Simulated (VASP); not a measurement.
# K3Hf2Au3 (R-3m) in VASP: single point with PBE

Aim: the single point of K3Hf2Au3 with PBE.

Everything below comes from runs of VASP 6.6.1. Logs are shortened: lines on timing, memory, paths and dates and some standing lists are left out, and cuts for length are marked.

## (1) The cell of the first run

Symmetry: R-3m, No. 166, trigonal system. Conventional cell: a = 6.011 Å, b = 6.011 Å, c = 20.871 Å, α = 90.00°, β = 90.00°, γ = 120.00°. Within 5.0 Å of K (site symmetry -3m) lie 6 Hf at 3.81 Å and 6 Au at 3.89 Å and 6 K at 3.91 Å. K (site symmetry 3m) has 4 K at 3.37 to 3.91 Å and 4 Hf at 3.37 to 3.48 Å and 6 Au at 3.45 Å within 4.4 Å. Au (site symmetry 2/m) has 2 Hf at 2.57 Å and 4 Au at 3.01 Å within 3.4 Å. Within 3.4 Å of Hf (site symmetry 3m) lie 3 Au at 2.57 Å and 1 K at 3.37 Å.

## (2) Single point, PBE

Contents of INCAR:

```
SYSTEM = K3Hf2Au3
PREC = Accurate ; ENCUT = 520
EDIFF = 1E-6 ; ISMEAR = 1
SIGMA = 0.0812 ; LREAL = .FALSE.
LASPH = .TRUE. ; NELM = 80
ALGO = Normal ; ISIF = 2
LWAVE = .FALSE. ; LCHARG = .FALSE.
GGA = PE ; NBANDS = 50
```

Contents of KPOINTS:

```
Automatic mesh
0
G
  5 5 5
  0 0 0
```

Contents of POSCAR:

```
K3Hf2Au3
1.0
    6.0110680000      0.0000000000      0.0000000000
   -3.0055340000      5.2057420000      0.0000000000
   -3.0055340000      1.7352470000      6.9569820000
K Au Hf
3 3 2
Direct
    0.5000000000      0.5000000000      0.5000000000
    0.0807000000      0.9193000000      0.2421000000
    0.9193000000      0.0807000000      0.7579000000
    0.5000000000      0.0000000000      0.0000000000
    0.0000000000      0.5000000000      0.0000000000
    0.5000000000      0.5000000000      0.0000000000
    0.2423000000      0.7577000000      0.7269000000
    0.7577000000      0.2423000000      0.2731000000
```

Potentials or basis: VASP PAW PBE potentials, release 64 (K_sv, Au, Hf_pv).

Started as:

```sh
$ cat potpaw_PBE.64/K_sv/POTCAR potpaw_PBE.64/Au/POTCAR potpaw_PBE.64/Hf_pv/POTCAR > POTCAR
$ mpirun -np 1 vasp_std > vasp.out
```

OUTCAR:

```text
SYSTEM = K3Hf2Au3
   PREC = Accurate
   ENCUT = 520
   EDIFF = 1E-6
   ISMEAR = 1
   LREAL = .FALSE.
   LASPH = .TRUE.
   NELM = 80
   ISIF = 2
   GGA = PE

 ion  position               nearest neighbor table
   1  0.500  0.500  0.500-   7 3.81   7 3.81   8 3.81   8 3.81   7 3.81   8 3.81
   2  0.081  0.919  0.242-   3 3.37   7 3.37   4 3.45   4 3.45   5 3.45   6 3.45   5 3.45   6 3.45
                             8 3.48   8 3.48   8 3.48
   3  0.919  0.081  0.758-   2 3.37   8 3.37   4 3.45   4 3.45   5 3.45   6 3.45   5 3.45   6 3.45
                             7 3.48   7 3.48   7 3.48
   4  0.500  0.000  0.000-   7 2.57   8 2.57   5 3.01   6 3.01   6 3.01   5 3.01   2 3.45   2 3.45
                             3 3.45   3 3.45
   5  0.000  0.500  0.000-   7 2.57   8 2.57   6 3.01   6 3.01   4 3.01   4 3.01   2 3.45   3 3.45
                             3 3.45   2 3.45
   6  0.500  0.500  0.000-   7 2.57   8 2.57   5 3.01   5 3.01   4 3.01   4 3.01   3 3.45   2 3.45
                             2 3.45   3 3.45
   7  0.242  0.758  0.727-   5 2.57   6 2.57   4 2.57   2 3.37   3 3.48   3 3.48   3 3.48   1 3.81
                             1 3.81   1 3.81
   8  0.758  0.242  0.273-   5 2.57   6 2.57   4 2.57   3 3.37   2 3.48   2 3.48   2 3.48   1 3.81
                             1 3.81   1 3.81

  LATTYP: Found a trigonal (rhomboedric) cell.
 ALAT       =     7.7745697047
 COS(alpha) =     0.7011032575

  Lattice vectors:

 A1 = (   0.0000000000,  -3.4704950000,   6.9569820000)
 A2 = (   3.0055340000,   1.7352470000,   6.9569820000)
 A3 = (  -3.0055340000,   1.7352470000,   6.9569820000)

Analysis of symmetry for initial positions (statically):
=====================================================================
 Subroutine PRICEL returns:
 Original cell was already a primitive cell.

 Routine SETGRP: Setting up the symmetry group for a
 trigonal (rhombohedral) supercell.

 Subroutine GETGRP returns: Found 12 space group operations
 (whereof 12 operations were pure point group operations)
 out of a pool of 12 trial point group operations.

The static configuration has the point symmetry D_3d.

Analysis of symmetry for dynamics (positions and initial velocities):
=====================================================================
 Subroutine PRICEL returns:
 Original cell was already a primitive cell.

 Routine SETGRP: Setting up the symmetry group for a
 trigonal (rhombohedral) supercell.

 Subroutine GETGRP returns: Found 12 space group operations
 (whereof 12 operations were pure point group operations)
 out of a pool of 12 trial point group operations.

The dynamic configuration has the point symmetry D_3d.

[... 114 lines left out ...]
   PSTRESS=    0.0 pullay stress
   NELECT =      80.0000    total number of electrons
   NUPDOWN=      -1.0000    fix difference up-down
   EMIN   =  10.00;   EMAX   =-10.00  energy-range for DOS
   EFERMI =   0.00;   METHOD = LEGACY
   ISMEAR =     1;   SIGMA  =   0.08  broadening in eV -4-tet -1-fermi 0-gaus
   EFERMI_NEDOS =   21; number of points for ismear=-14 and -15
   IALGO  =     38    algorithm
   IMIX   =      4    mixing-type and parameters
     AMIX     =   0.40;   BMIX     =  1.00
     AMIX_MAG =   1.60;   BMIX_MAG =  1.00
  volume/ion in A,a.u.               =      27.21       183.64
  Fermi-wavevector in a.u.,A,eV,Ry     =   1.172609  2.215909 18.708162  1.375011
  Thomas-Fermi vector in A             =   2.309035
   LORBIT       =      0    0 simple, 1 ext, 2 COOP (PROOUT), +10 PAW based schemes
   GGA     = PE    functional components
   LHFCALC =     F    Hartree Fock is set to
   AEXX    =    0.0000 exact exchange contribution
   IVDW    =     0    specifies the selected vdW correction
   LEPSILON=     F    determine dielectric tensor
   LRPA    =     F    only Hartree local field effects (RPA)
 non-spin polarized calculation
 Methfessel and Paxton  Order N= 1 SIGMA  =   0.08
  energy-cutoff  :      520.00
  volume of cell :      217.70
 maximum number of plane-waves:      5875
 NGX is ok and might be reduce to    48
   NGX = 23   NGY = 23   NGZ = 29

 number of electron      80.0000000 magnetization

 Free energy of the ion-electron system (eV)
  ---------------------------------------------------
  ext. energy  EPLUGINS =         0.00000000
  ---------------------------------------------------
  free energy    TOTEN  =       -28.47615399 eV

  energy without entropy =      -28.48044106  energy(sigma->0) =      -28.47758301

 E-fermi :   3.6499     XC(G=0):  -9.4829

 val. band max:        3.6359764416   @ k =   0.4000   0.2000   0.0000
 cond. band min:       3.6802270219   @ k =   0.2000  -0.0000  -0.0000
 fundamental gap:      0.0442505803
 Fermi energy:         3.6499316131

 k-point     1 :       0.0000    0.0000    0.0000
  band No.  band energies     occupation
      1     -28.0285      2.00000
      2     -28.0285      2.00000
      3     -28.0091      2.00000
      4     -28.0091      2.00000
      5     -28.0055      2.00000
      6     -27.9616      2.00000
[... 996 lines left out ...]
     49       6.3621      0.00000
     50       6.6099      0.00000

------------------------ aborting loop because EDIFF is reached ----------------------------------------

  FORCE on cell =-STRESS in cart. coord.  units (eV):
  Direction    XX          YY          ZZ          XY          YZ          ZX
  --------------------------------------------------------------------------------------
  -------------------------------------------------------------------------------------
  Total        9.4305043      9.4305203      9.7013710      0.0000000     -0.0000005      0.0000000
  in kB       69.4049332     69.4050508     71.3984088      0.0000000     -0.0000034      0.0000000
  external PRESSURE =      70.0694642 kB  Pullay stress =       0.0000000 kB

 VOLUME and BASIS-vectors are now :
 -----------------------------------------------------------------------------
  energy-cutoff  :      520.00
  volume of cell :      217.70
      direct lattice vectors                 reciprocal lattice vectors
     6.011068000  0.000000000  0.000000000     0.166359788  0.096047787  0.047913501
    -3.005534000  5.205742000  0.000000000     0.000000000  0.192095574 -0.047913487
    -3.005534000  1.735247000  6.956982000     0.000000000  0.000000000  0.143740490

 POSITION                                       TOTAL-FORCE (eV/Angst)
 -----------------------------------------------------------------------------------
      0.00000      3.47049      3.47849        -0.000000      0.000000      0.000000
     -3.00553      5.20574      1.68429        -0.000000      0.000000     -0.355400
      3.00553      1.73525      5.27270        -0.000000     -0.000000      0.355400
      3.00553      0.00000      0.00000        -0.000000     -0.000000      0.000000
     -1.50277      2.60287      0.00000        -0.000000     -0.000000      0.000000
      1.50277      2.60287      0.00000        -0.000000      0.000000      0.000000
     -3.00553      5.20574      5.05703        -0.000000      0.000000     -1.987852
      3.00553      1.73525      1.89995         0.000000     -0.000000      1.987852
 -----------------------------------------------------------------------------------
    total drift:                               -0.000000      0.000000      0.000000

  FREE ENERGIE OF THE ION-ELECTRON SYSTEM (eV)
  ---------------------------------------------------
  free  energy   TOTEN  =       -28.4761539905 eV

  energy  without entropy=      -28.4804410614  energy(sigma->0) =      -28.47758301
```

Wall time 3 min (1 thread of Intel Xeon Platinum 8375C at 2.90GHz (Ice Lake), shared host); peak memory 0.46 GiB.

Results:

```
Free energy            : -28.4762 eV
Pressure               : 7.0 GPa
Largest force          : 1.988 eV/Å
Band gap on the k mesh : zero (band 40 reaches 3.72 eV, above the bottom of band 41 at 3.42 eV)
```

Forces on the atoms (eV/Å):
```
K    0.000  0.000  0.000
K    0.000  0.000 -0.355
K    0.000  0.000  0.355
Au   0.000  0.000  0.000
Au   0.000  0.000  0.000
Au   0.000  0.000  0.000
Hf   0.000  0.000 -1.988
Hf   0.000  0.000  1.988
```

Stress tensor (GPa, compression positive):
```
6.94 0.00 0.00
0.00 6.94 0.00
0.00 0.00 7.14
```

Caveat: spin-orbit coupling is left out, which moves the levels of the heavy elements; forces of over 1 eV/Å act on the atoms, so gaps and moduli don't describe the material at rest.
